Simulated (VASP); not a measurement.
# C in VASP: further runs

The runs below take C through single point, with LDA.

Program: VASP 6.6.1. These are calculated values, not measurements. Logs are shortened: lines on timing, memory, paths and dates and some standing lists are left out, and cuts for length are marked.

### Step 1. The cell of the first run

It takes space group Fddd (No. 70, orthorhombic). Conventional cell: a = 3.430 Å, b = 3.470 Å, c = 3.695 Å, α = 90.00°, β = 90.00°, γ = 90.00°. Within 2.0 Å of C (site symmetry 222) lie 4 C at 1.53 Å.

### Step 2. Single point, LDA

The input, INCAR:

```
SYSTEM = C
ALGO = Normal ; EDIFF = 1E-7
ENCUT = 520 ; GGA = CA
ISIF = 2 ; ISMEAR = 0
LASPH = .TRUE. ; LCHARG = .FALSE.
LREAL = .FALSE. ; LWAVE = .FALSE.
NBANDS = 11 ; NELM = 60
PREC = Accurate ; SIGMA = 0.05
```

The input, KPOINTS:

```
k-points
0
G
  12 12 12
  0 0 0
```

The input, POSCAR:

```
C
1.0
    0.0000000000      1.8474369740      1.7348691297
    1.7150042160      0.0000000000      1.7348691297
    1.7150042160      1.8474369740      0.0000000000
C
2
Direct
    0.5000000000      0.5000000000      0.5000000000
    0.7500000000      0.7500000000      0.7500000000
```

Potentials or basis: VASP PAW LDA potentials, release 64 (C).

Run with:

```sh
$ cat potpaw_LDA.64/C/POTCAR > POTCAR
$ mpirun -np 1 vasp_std > vasp.out
```

OUTCAR:

```text
SYSTEM = C
   EDIFF = 1E-7
   ENCUT = 520
   GGA = CA
   ISIF = 2
   ISMEAR = 0
   LASPH = .TRUE.
   LREAL = .FALSE.
   NELM = 60
   PREC = Accurate

 ion  position               nearest neighbor table
   1  0.500  0.500  0.500-   2 1.53   2 1.53   2 1.53   2 1.53
   2  0.750  0.750  0.750-   1 1.53   1 1.53   1 1.53   1 1.53

  LATTYP: Found a face centered orthorhombic cell.
 ALAT       =     3.4300084320
 B/A-ratio  =     1.0115830116
 C/A-ratio  =     1.0772200772

  Lattice vectors:

 A1 = (   0.0000000000,   1.8474369740,  -1.7348691297)
 A2 = (   1.7150042160,   1.8474369740,   0.0000000000)
 A3 = (   1.7150042160,   0.0000000000,  -1.7348691297)

Analysis of symmetry for initial positions (statically):
=====================================================================
 Subroutine PRICEL returns:
 Original cell was already a primitive cell.

 Routine SETGRP: Setting up the symmetry group for a
 face centered orthorhombic supercell.

 Subroutine GETGRP returns: Found  8 space group operations
 (whereof  4 operations were pure point group operations)
 out of a pool of  8 trial point group operations.

The static configuration has the point symmetry D_2 .
 The point group associated with its full space group is D_2h.

Analysis of symmetry for dynamics (positions and initial velocities):
=====================================================================
 Subroutine PRICEL returns:
 Original cell was already a primitive cell.

 Routine SETGRP: Setting up the symmetry group for a
 face centered orthorhombic supercell.

 Subroutine GETGRP returns: Found  8 space group operations
 (whereof  4 operations were pure point group operations)
 out of a pool of  8 trial point group operations.

The dynamic configuration has the point symmetry D_2 .
 The point group associated with its full space group is D_2h.

 Subroutine INISYM returns: Found  8 space group operations
 (whereof  4 operations are pure point group operations),
 and found     1 'primitive' translations

----------------------------------------------------------------------------------------

                                     Primitive cell

  volume of cell :      10.9934

  direct lattice vectors                    reciprocal lattice vectors
     0.000000000  1.847436974  1.734869130    -0.291544473  0.270645227  0.288206177
     1.715004216  0.000000000  1.734869130     0.291544473 -0.270645227  0.288206177
     1.715004216  1.847436974  0.000000000     0.291544473  0.270645227 -0.288206177

  length of vectors
     2.534323237  2.439469278  2.520766319     0.491232958  0.491232958  0.491232958

  position of ions in fractional coordinates (direct lattice)
     0.500000000  0.500000000  0.500000000
     0.750000000  0.750000000  0.750000000

  ion indices of the primitive-cell ions
   primitive index   ion index
                 1           1
                 2           2

----------------------------------------------------------------------------------------

 KPOINTS: k-points

Automatic generation of k-mesh.
 Grid dimensions read from file:
 generate k-points for:   12   12   12

 Generating k-lattice:

  Cartesian coordinates                     Fractional coordinates (reciprocal lattice)
    -0.024295373  0.022553769  0.024017181     0.083333333  0.000000000  0.000000000
     0.024295373 -0.022553769  0.024017181     0.000000000  0.083333333  0.000000000
     0.024295373  0.022553769 -0.024017181     0.000000000  0.000000000  0.083333333

  Length of vectors
     0.040936080  0.040936080  0.040936080

  Shift w.r.t. Gamma in fractional coordinates (k-lattice)
     0.000000000  0.000000000  0.000000000

 Subroutine IBZKPT returns following result:
 ===========================================

 Found    280 irreducible k-points:

 Following reciprocal coordinates:
            Coordinates               Weight
  0.000000  0.000000  0.000000      1.000000
  0.083333  0.000000 -0.000000      8.000000
  0.166667  0.000000  0.000000      8.000000
  0.250000  0.000000  0.000000      8.000000
  0.333333  0.000000  0.000000      8.000000
  0.416667 -0.000000 -0.000000      8.000000
[... 16 lines left out ...]
  0.500000  0.166667  0.000000      8.000000
 -0.416667  0.166667  0.000000      8.000000
 [... further k-points ...]
   k-points           NKPTS =    280   k-points in BZ     NKDIM =    280   number of bands    NBANDS=     11
   number of dos      NEDOS =    301   number of ions     NIONS =      2
   total plane-waves  NPLWV =   7200
   dimension x,y,z NGX =    20 NGY =   18 NGZ =   20
   dimension x,y,z NGXF=    40 NGYF=   36 NGZF=   40
   ions per type =               2
   NGX,Y,Z   is equivalent  to a cutoff of  13.12, 12.27, 13.19 a.u.
   NGXF,Y,Z  is equivalent  to a cutoff of  26.24, 24.53, 26.38 a.u.
 SYSTEM =  C
   PREC   = accura    normal or accurate (medium, high low for compatibility)
   ISTART =      0    job   : 0-new  1-cont  2-samecut
   ICHARG =      2    charge: 1-file 2-atom 10-const
   ISPIN  =      1    spin polarized calculation?
   LNONCOLLINEAR =      F non collinear calculations
   LSORBIT =      F    spin-orbit coupling
   LASPH  =      T    aspherical Exc in radial PAW
   ENCUT  =  520.0 eV  38.22 Ry    6.18 a.u.   4.71  4.54  4.69*2*pi/ulx,y,z
   NELM   =     60;   NELMIN=  2; NELMDL= -5     # of ELM steps
   EDIFF  = 0.1E-06   stopping-criterion for ELM
   LREAL  =      F    real-space projection
   EDIFFG = 0.1E-05   stopping-criterion for IOM
   NSW    =      0    number of steps for IOM
   IBRION =     -1    ionic relax: 0-MD 1-quasi-New 2-CG
   NFREE  =      0    steps in history (QN), initial steepest desc. (CG)
   ISIF   =      2    stress and relaxation
   ISYM   =      2    0-nonsym 1-usesym 2-fastsym
   POTIM  = 0.5000    time-step for ionic-motion
   TEBEG  =    0.0;   TEEND  =   0.0 temperature during run
   PSTRESS=    0.0 pullay stress
   NELECT =       8.0000    total number of electrons
   NUPDOWN=      -1.0000    fix difference up-down
   EMIN   =  10.00;   EMAX   =-10.00  energy-range for DOS
   EFERMI =   0.00;   METHOD = LEGACY
   ISMEAR =     0;   SIGMA  =   0.05  broadening in eV -4-tet -1-fermi 0-gaus
   EFERMI_NEDOS =   21; number of points for ismear=-14 and -15
   IALGO  =     38    algorithm
   IMIX   =      4    mixing-type and parameters
     AMIX     =   0.40;   BMIX     =  1.00
     AMIX_MAG =   1.60;   BMIX_MAG =  1.00
  volume/ion in A,a.u.               =       5.50        37.09
  Fermi-wavevector in a.u.,A,eV,Ry     =   1.472519  2.782658 29.501689  2.168313
  Thomas-Fermi vector in A             =   2.587524
   LORBIT       =      0    0 simple, 1 ext, 2 COOP (PROOUT), +10 PAW based schemes
   GGA     = CA    functional components
   LHFCALC =     F    Hartree Fock is set to
   AEXX    =    0.0000 exact exchange contribution
   IVDW    =     0    specifies the selected vdW correction
   LEPSILON=     F    determine dielectric tensor
   LRPA    =     F    only Hartree local field effects (RPA)
 non-spin polarized calculation
 Gauss-broadening in eV      SIGMA  =   0.05
  energy-cutoff  :      520.00
  volume of cell :       10.99
 maximum number of plane-waves:       311
   NGX =  9   NGY =  9   NGZ =  9

 number of electron       8.0000001 magnetization

 Free energy of the ion-electron system (eV)
  ---------------------------------------------------
  ext. energy  EPLUGINS =         0.00000000
  ---------------------------------------------------
  free energy    TOTEN  =       -20.13538646 eV

  energy without entropy =      -20.13538646  energy(sigma->0) =      -20.13538646

 E-fermi :  10.9130     XC(G=0): -13.6567

 val. band max:       10.6507994028   @ k =   0.0000   0.0000   0.0000
 cond. band min:      13.7623788782   @ k =   0.0000   0.3333   0.3333
 fundamental gap:      3.1115794754
 Fermi energy:        10.9130342029

 k-point     1 :       0.0000    0.0000    0.0000
  band No.  band energies     occupation
      1     -11.5456      2.00000
      2       9.4371      2.00000
      3      10.5003      2.00000
      4      10.6508      2.00000
      5      15.5211      0.00000
      6      15.6633      0.00000
      7      16.4368      0.00000
      8      24.3797      0.00000
      9      29.6705      0.00000
     10      34.8101      0.00000
     11      35.5386      0.00000

 k-point     2 :       0.0833    0.0000   -0.0000
  band No.  band energies     occupation
      1     -11.3488      2.00000
      2       8.6955      2.00000
      3       9.7266      2.00000
      4      10.2696      2.00000
      5      15.9795      0.00000
      6      16.1349      0.00000
      7      17.0980      0.00000
      8      24.4930      0.00000
      9      29.9802      0.00000
     10      32.9364      0.00000
     11      36.1737      0.00000

 k-point     3 :       0.1667    0.0000    0.0000
  band No.  band energies     occupation
      1     -10.7606      2.00000
      2       6.3657      2.00000
      3       8.7378      2.00000
      4       9.6015      2.00000
      5      16.8005      0.00000
      6      17.0665      0.00000
      7      18.3501      0.00000
      8      24.8162      0.00000
      9      30.5303      0.00000
     10      31.9165      0.00000
     11      34.2346      0.00000

 k-point     4 :       0.2500    0.0000    0.0000
  band No.  band energies     occupation
      1      -9.7884      2.00000
      2       3.5276      2.00000
      3       7.8912      2.00000
      4       8.9374      2.00000
      5      17.3534      0.00000
      6      18.0382      0.00000
      7      19.3941      0.00000
      8      25.2659      0.00000
      9      30.7035      0.00000
     10      32.3821      0.00000
     11      33.4348      0.00000
[... 239 lines left out ...]
 k-point    22 :       0.4167    0.1667   -0.0000
  band No.  band energies     occupation
      1      -7.1800      2.00000
      2       0.2203      2.00000
      3       5.5885      2.00000
      4       6.4156      2.00000
      5      16.6332      0.00000
      6      20.3008      0.00000
      7      22.7272      0.00000
      8      22.8197      0.00000
      9      31.4260      0.00000
     10      33.1121      0.00000
     11      37.7896      0.00000

 k-point    23 :       0.5000    0.1667    0.0000
  band No.  band energies     occupation
      1      -5.5157      2.00000
      2      -2.0946      2.00000
      3       5.2149      2.00000
      4       6.1112      2.00000
      5      17.0306      0.00000
      6      20.2006      0.00000
      7      22.8394      0.00000
      8      24.3390      0.00000
      9      30.3873      0.00000
     10      34.3014      0.00000
     11      37.3406      0.00000

 k-point    24 :      -0.4167    0.1667    0.0000
  band No.  band energies     occupation
      1      -5.1627      2.00000
      2      -2.5158      2.00000
      3       4.8184      2.00000
      4       6.3464      2.00000
      5      17.4236      0.00000
      6      19.9468      0.00000
      7      22.6753      0.00000
      8      25.6758      0.00000
      9      29.5039      0.00000
     10      34.9256      0.00000
     11      34.9447      0.00000

 [... further k-points ...]
[... 5 lines left out ...]
  --------------------------------------------------------------------------------------
  -------------------------------------------------------------------------------------
  Total        2.1010197     -3.0291137      1.4534342      0.0000000      0.0000000      0.0000000
  in kB      306.2028054   -441.4633088    211.8236304      0.0000000      0.0000000      0.0000000
  external PRESSURE =      25.5210424 kB  Pullay stress =       0.0000000 kB

 VOLUME and BASIS-vectors are now :
 -----------------------------------------------------------------------------
  energy-cutoff  :      520.00
  volume of cell :       10.99
      direct lattice vectors                 reciprocal lattice vectors
     0.000000000  1.847436974  1.734869130    -0.291544473  0.270645227  0.288206177
     1.715004216  0.000000000  1.734869130     0.291544473 -0.270645227  0.288206177
     1.715004216  1.847436974  0.000000000     0.291544473  0.270645227 -0.288206177

 POSITION                                       TOTAL-FORCE (eV/Angst)
 -----------------------------------------------------------------------------------
      1.71500      1.84744      1.73487         0.000000      0.000000     -0.000000
      2.57251      2.77116      2.60230        -0.000000     -0.000000      0.000000
 -----------------------------------------------------------------------------------
    total drift:                                0.000000     -0.000000      0.000000

  FREE ENERGIE OF THE ION-ELECTRON SYSTEM (eV)
  ---------------------------------------------------
  free  energy   TOTEN  =       -20.1353864571 eV

  energy  without entropy=      -20.1353864571  energy(sigma->0) =      -20.13538646
```

Wall time 15 s (1 thread of Intel Xeon Platinum 8488C (Sapphire Rapids), shared host); peak memory 0.13 GiB.

What came out:

```yaml
Free_energy: -20.1354 eV
Pressure: 2.6 GPa
Band_gap_on_the_k_mesh: 3.11 eV, indirect (least direct gap 4.87 eV)
```

Stress tensor (GPa, compression positive):
```
 30.62   0.00   0.00
  0.00 -44.15   0.00
  0.00   0.00  21.18
```

Caveat: the cell differs from its parent crystal (strain +e along x and -e along y -0.0375, strain +e along z and -e/2 along x and y -0.0175). A k mesh can miss the band edges.

### Step 3. Single point, LDA

The input, INCAR:

```
SYSTEM = C
ALGO = Normal ; EDIFF = 1E-6
ENCUT = 910 ; GGA = CA
GGA_COMPAT = .FALSE. ; ISIF = 2
ISMEAR = 0 ; LASPH = .TRUE.
LCHARG = .FALSE. ; LREAL = .FALSE.
LWAVE = .FALSE. ; NBANDS = 11
NELM = 120 ; PREC = Accurate
SIGMA = 0.05
```

KPOINTS is that of step 2.

POSCAR is that of step 2.

Potentials or basis: VASP PAW LDA potentials, release 64 (C_h).

Run with:

```sh
$ cat potpaw_LDA.64/C_h/POTCAR > POTCAR
$ mpirun -np 1 vasp_std > vasp.out
```

Wall time 86 s (1 thread of AMD EPYC 7R43 (Zen 3), shared host); peak memory 0.13 GiB.

The run converged. Its results:

```
Free energy            : -20.1568 eV
Pressure               : 1.6 GPa
Band gap on the k mesh : 3.11 eV, indirect (least direct gap 4.87 eV)
```

Stress tensor (GPa, compression positive):
```
 29.69   0.00   0.00
  0.00 -45.14   0.00
  0.00   0.00  20.24
```

Levels at points of the mesh, in eV from the valence-band top:
```csv
k point,band 1,band 2,band 3,band 4,band 5,band 6,band 7,band 8,band 9
"(0.00, 0.00, 0.00)",-22.20,-1.21,-0.15,0.00,4.87,5.01,5.79,13.72,19.02
"(0.50, 0.00, 0.00)",-16.15,-14.15,-3.98,-2.65,6.91,8.34,9.84,15.28,21.40
"(0.50, 0.50, 0.00)",-13.00,-13.00,-7.16,-7.16,3.96,3.96,16.44,16.44,23.04
"(0.50, 0.00, 0.50)",-14.01,-14.01,-6.21,-6.21,5.44,5.44,16.35,16.35,22.28
"(0.00, 0.50, 0.50)",-12.81,-12.81,-7.33,-7.33,3.68,3.68,16.56,16.56,23.26
```

Caveat: the cell differs from its parent crystal (strain +e along x and -e along y -0.0375, strain +e along z and -e/2 along x and y -0.0175); the cutoff is under 1.25 times the usual one of these potentials, so pressure, stress and relaxed cells hold a basis-set (Pulay) error.

### Step 4. Single point, LDA

This run uses another cell than the first one, of the same volume but with other edges.

The input, INCAR:

```
PREC = Accurate ; ENCUT = 520
EDIFF = 1E-6 ; ISMEAR = 0
SIGMA = 0.05 ; LREAL = F
LASPH = T ; NELM = 60
ALGO = Normal ; ISIF = 2
LWAVE = F ; LCHARG = F
NBANDS = 11
```

The input, KPOINTS:

```
Automatic mesh
0
Gamma
  12 12 12
```

The input, POSCAR:

```
C
1.0
    0.0000000000      1.7657701066      1.7657701066
    1.7657701066      0.0000000000      1.7657701066
    1.7657701066      1.7657701066      0.0000000000
C
2
Direct
    0.5000000000      0.5000000000      0.5000000000
    0.7500000000      0.7500000000      0.7500000000
```

Potentials or basis: VASP PAW LDA potentials, release 64 (C).

Run with:

```sh
$ cat potpaw_LDA.64/C/POTCAR > POTCAR
$ mpirun -np 1 vasp_std > vasp.out
```

Wall time 12 s (1 thread of Intel Xeon 8259CL, shared host); peak memory 0.11 GiB.

The run converged. Its results:

```yaml
Free_energy: -20.2452 eV
Pressure: 1.7 GPa
Band_gap_on_the_k_mesh: 4.20 eV, indirect (least direct gap 5.63 eV)
```

Levels at points of the mesh, in eV from the valence-band top:
```
           k point  band 1  band 2  band 3  band 4  band 5  band 6  band 7  band 8
(0.00, 0.00, 0.00)  -21.72    0.00    0.00    0.00    5.63    5.63    5.63   14.24
(0.50, 0.00, 0.00)  -15.70  -13.69   -2.87   -2.87    8.51    8.51    9.42   15.68
(0.50, 0.50, 0.00)  -12.82  -12.82   -6.47   -6.47    4.77    4.77   17.08   17.08
```

### Step 5. Summary

| potentials or basis | cell | cutoff (eV) | second run | gap on the mesh (eV) | pressure (GPa) |
| --- | --- | --- | --- | --- | --- |
| VASP PAW LDA potentials, release 64 (C) | a = 2.534, b = 2.439, c = 2.521 Å, angles 61.4, 57.7, 60.9°, 2 atoms | 520 | - | 3.11 | 2.6 |
| VASP PAW LDA potentials, release 64 (C_h) | a = 2.534, b = 2.439, c = 2.521 Å, angles 61.4, 57.7, 60.9°, 2 atoms | 910 | hard_potentials | 3.11 | 1.6 |
| VASP PAW LDA potentials, release 64 (C) | a = 2.497 Å, angles 60.0°, 2 atoms | 520 | - | 4.20 | 1.7 |

Alike in all rows: task single point; level LDA; no spin polarisation; k mesh 12 × 12 × 12; smearing gaussian 0.05 eV.

Caveats: the cutoff is under 1.25 times the usual one of these potentials, so pressure, stress and relaxed cells hold a basis-set (Pulay) error (some runs).

Absolute energies hang on the potentials; compare differences alone.
